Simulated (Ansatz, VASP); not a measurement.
# Sb in VASP and in Ansatz

The input INCAR:

```
  ALGO = Normal
  EDIFF = 1E-6
  ENCUT = 520
  GGA = PS
  ISIF = 2
  ISMEAR = -1
  LASPH = True
  LCHARG = False
  LREAL = False
  LWAVE = False
  NBANDS = 12
  NELM = 100
  PREC = Accurate
  SIGMA = 0.03
```

File KPOINTS:

```
k-points
0
Gamma
  5 5 3
```

The input POSCAR:

```
Sb
1.0
    3.3545324186      0.0000000000      0.0000000000
   -1.6772662093      2.9051102923      0.0000000000
    0.0000000000      0.0000000000      5.4701606500
Sb
2
Direct
    0.6666666667      0.3333333333      0.7500000000
    0.3333333333      0.6666666667      0.2500000000
```

The input input.yaml:

```yaml
crystal:
  lattice:
    - [3.3545324186, 0.0, 0.0]
    - [-1.6772662093, 2.9051102923, 0.0]
    - [0.0, 0.0, 5.47016065]
  atoms:
    - { symbol: Sb, position: [0.6666666667, 0.3333333333, 0.75] }
    - { symbol: Sb, position: [0.3333333333, 0.6666666667, 0.25] }
kpoints:
  mp_grid: { grid: [5, 5, 3] }
scf:
  occupations: { method: fermi_dirac, width: 0.03 }
hamiltonian:
  xc: pbesol
  pseudopotentials: { kind: all_electron, lapw: { basis_error: 0.001 } }
output:
  forces: true
  stress: true
  eigenvalues: true
```

Alike in both runs: task single point; functional PBEsol; k mesh 5 × 5 × 3; occupations fermi-dirac, width 0.03 eV; no spin polarisation.

|  | VASP | Ansatz |
| --- | --- | --- |
| version | VASP 6.6.1 | Ansatz 0.2.0 |
| potentials or method | VASP PAW PBE potentials, release 64 (Sb), cutoff 520 eV | all-electron LAPW, scalar-relativistic |

VASP gave:

| Item | Value |
| --- | --- |
| gap on the k mesh at the Fermi level (eV) | none |
| pressure (GPa) | -2.7 |
| traceless stress, the component that is largest in VASP (GPa) | 3.48 |

Problem. What did Ansatz give for the same quantities?

Solution. gap on the k mesh at the Fermi level (eV): none; pressure (GPa): -2.6; traceless stress, the component that is largest in VASP (GPa): 3.47.

VASP's potentials were made for PBE, not for PBEsol. A gap of «none» marks a metal or a gap that the smearing closes. Ansatz ran all-electron here, and VASP with PAW potentials.

The k mesh is coarse, so the values compare programs but aren't converged. Neither program's run includes spin-orbit coupling. Noted on Ansatz's run: the k mesh is thin for a metal, which can move the energy by tens of meV per atom.
